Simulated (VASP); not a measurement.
Write the native input for VASP 6.6.1 that does the following.

```yaml
Task: single point
Functional: PBE
Dispersion: D3(BJ)
Potentials_or_basis: VASP PAW PBE potentials, release 64 (C)
Cutoff: 520 eV
k_mesh: 21 × 21 × 1
Occupations: gaussian, width 0.1 eV
Spin: no spin polarisation
Dipole_correction: yes
Further_INCAR_settings: ALGO = Normal; EDIFF = 1e-07; NBANDS = 11
```

The structure of C lies in POSCAR:

```
C
1.0
    2.6140000000      0.0000000000      0.0000000000
   -1.3070000000      2.2637904055      0.0000000000
    0.0000000000      0.0000000000     26.0024170307
C
2
Direct
    0.6666666667      0.3333333333      0.5164792373
    0.3333333333      0.6666666667      0.4835207627
```

These files were run (other wordings do the same):

INCAR

```
SYSTEM = C
  PREC = Accurate
  ENCUT = 520
  EDIFF = 1E-7
  ISMEAR = 0
  SIGMA = 0.1
  LREAL = .FALSE.
  LASPH = .TRUE.
  NELM = 100
  ALGO = Normal
  ISIF = 2
  LWAVE = .FALSE.
  LCHARG = .FALSE.
  LDIPOL = .TRUE.
  IDIPOL = 3
  DIPOL = 0.5 0.5 0.500
  GGA = PE
  IVDW = 12
  NBANDS = 11
```

KPOINTS

```
regular mesh
0
G
  21 21 1
  0 0 0
```

Potentials or basis: VASP PAW PBE potentials, release 64 (C).

The run is started by

```bash
$ cat potpaw_PBE.64/C/POTCAR > POTCAR
$ mpirun -np 1 vasp_std > vasp.out
```

Results of the run:

The largest force is 9.757 eV/Å and the band gap on the k mesh is zero (band 4 reaches -3.26 eV, above the bottom of band 5 at -4.92 eV). The dispersion energy per atom is -0.082 eV.

Wall time 59 s on 1 thread of Intel(R) Xeon(R) 6975P-C (Granite Rapids), on a shared host, peak memory 0.28 GiB.
